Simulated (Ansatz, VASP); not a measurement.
## Sn: VASP beside Ansatz

The input INCAR:

```
ALGO = Normal
EDIFF = 1E-6
EDIFFG = -0.005
ENCUT = 600
GGA = PE
IBRION = 2
ISIF = 3
ISMEAR = -1
IVDW = 12
LASPH = True
LCHARG = False
LREAL = False
LWAVE = False
NELM = 60
NSW = 80
PREC = Accurate
SIGMA = 0.05
```

The input KPOINTS:

```
k-points
0
Gamma
  7 7 7
```

POSCAR

```
Sn
1.0
    0.0000000000      3.2333428000      3.2333428000
    3.2333428000      0.0000000000      3.2333428000
    3.2333428000      3.2333428000      0.0000000000
Sn
2
Direct
    0.7500000000      0.7500000000      0.7500000000
    0.5000000000      0.5000000000      0.5000000000
```

File input.yaml:

```yaml
crystal:
  lattice:
    - [0.0, 3.2333428, 3.2333428]
    - [3.2333428, 0.0, 3.2333428]
    - [3.2333428, 3.2333428, 0.0]
  atoms:
    - { symbol: Sn, position: [0.75, 0.75, 0.75] }
    - { symbol: Sn, position: [0.5, 0.5, 0.5] }
kpoints:
  mp_grid: { grid: [7, 7, 7] }
scf:
  occupations: { method: fermi_dirac, width: 0.05 }
hamiltonian:
  xc: pbe
  dispersion: d3bj
  pseudopotentials: { kind: all_electron, lapw: { basis_error: 0.001 } }
output:
  forces: true
  stress: true
relax:
  f_tol: 0.005
  max_steps: 60
  cell: {}
```

Alike in both runs: task relaxation of cell and atoms; functional PBE; dispersion D3(BJ); k mesh 7 × 7 × 7; occupations fermi-dirac, width 0.05 eV; no spin polarisation.

```csv
,VASP,Ansatz
version,VASP 6.6.1,Ansatz 0.2.0
potentials or method,"VASP PAW PBE potentials, release 64 (Sn_d), cutoff 600 eV","all-electron LAPW, scalar-relativistic"
```

```csv
,VASP,Ansatz,Ansatz less VASP
relaxed volume (Å³/atom),35.49,35.51,+0.023
relaxed length of the cell vector where the two differ most in proportion (Å),4.647,4.648,+0.0010
```

Ansatz ran all-electron here, and VASP with PAW potentials.
